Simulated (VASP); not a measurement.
Wanted: the native input for a VASP 6.6.1 run.

| Item | Value |
| --- | --- |
| Task | single point |
| Functional | PBE |
| Potentials or basis | VASP PAW PBE potentials, release 64 (Al) |
| Cutoff | 520 eV |
| k mesh | 20 × 20 × 20 |
| Occupations | gaussian, width 0.15 eV |
| Spin | no spin polarisation |
| Dipole correction | no |
| Further INCAR settings | ALGO = Fast; EDIFF = 1e-06; NBANDS = 8 |

The structure of Al lies in POSCAR:

```
Al
1.0
    0.0189242130      2.0239800000      2.0239800000
    2.0429042130      0.0000000000      2.0429042130
    2.0239800000      2.0239800000      0.0189242130
Al
1
Direct
    0.0000000000      0.0000000000      0.0000000000
```

This cell differs from its parent crystal: strain +0.0187 x Voigt [0, 0, 0, 0, 1, 0].

The input as run:

INCAR

```
SYSTEM = Al
PREC = Accurate
ENCUT = 520
EDIFF = 1E-6
ISMEAR = 0
SIGMA = 0.15
LREAL = .FALSE.
LASPH = .TRUE.
NELM = 100
ALGO = Fast
ISIF = 2
LWAVE = .FALSE.
LCHARG = .FALSE.
GGA = PE
NBANDS = 8
```

KPOINTS

```
regular mesh
0
G
  20 20 20
  0 0 0
```

Potentials or basis: VASP PAW PBE potentials, release 64 (Al).

Run with:

```bash
$ cat potpaw_PBE.64/Al/POTCAR > POTCAR
$ mpirun -np 1 vasp_std > vasp.out
```

It gave:

The pressure is -0.4 GPa and the band gap on the k mesh is zero (an odd number of electrons rules out a gap without spin polarisation).

Caveat: the cell differs from its parent crystal (strain +0.0187 x Voigt [0, 0, 0, 0, 1, 0]).

It took 110 s on 1 thread of Intel Xeon 8259CL, on a shared host, peak memory 0.25 GiB.
